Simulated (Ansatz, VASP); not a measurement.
## SbPt in VASP and in Ansatz

```
CELL_PARAMETERS angstrom
4.17071 0.00000 0.00000
-2.08536 3.61194 0.00000
0.00000 0.00000 5.47181
ATOMIC_POSITIONS crystal
Sb 0.33333 0.66667 0.25000
Sb 0.66667 0.33333 0.75000
Pt 0.00000 0.00000 0.00000
Pt 0.00000 0.00000 0.50000
```

Alike in both runs: functional PBEsol; k mesh 10 × 10 × 8; occupations fermi-dirac, width 0.1 eV; no spin polarisation.

Ansatz relaxed the structure, and its values are those at the end. VASP's run is a single point on that final structure, the one shown.

|  | VASP | Ansatz |
| --- | --- | --- |
| version | VASP 6.6.1 | Ansatz 0.2.0 |
| potentials or method | VASP PAW PBE potentials, release 64 (Sb, Pt) | PAW with Ansatz's default frozen-core files, scalar-relativistic |
| plane-wave cutoff (eV) | 520 | 420 |
| valence electrons in the cell | 30 | 66 |

VASP gave:

* pressure (GPa): -0.2

Which values does Ansatz return?

Pressure (GPa): 0.0.

VASP's potentials were made for PBE, not for PBEsol. VASP's potentials hold 30 valence electrons a cell and Ansatz's 66, so a difference there can come from the potentials and not from the codes.

Neither program's run includes spin-orbit coupling.
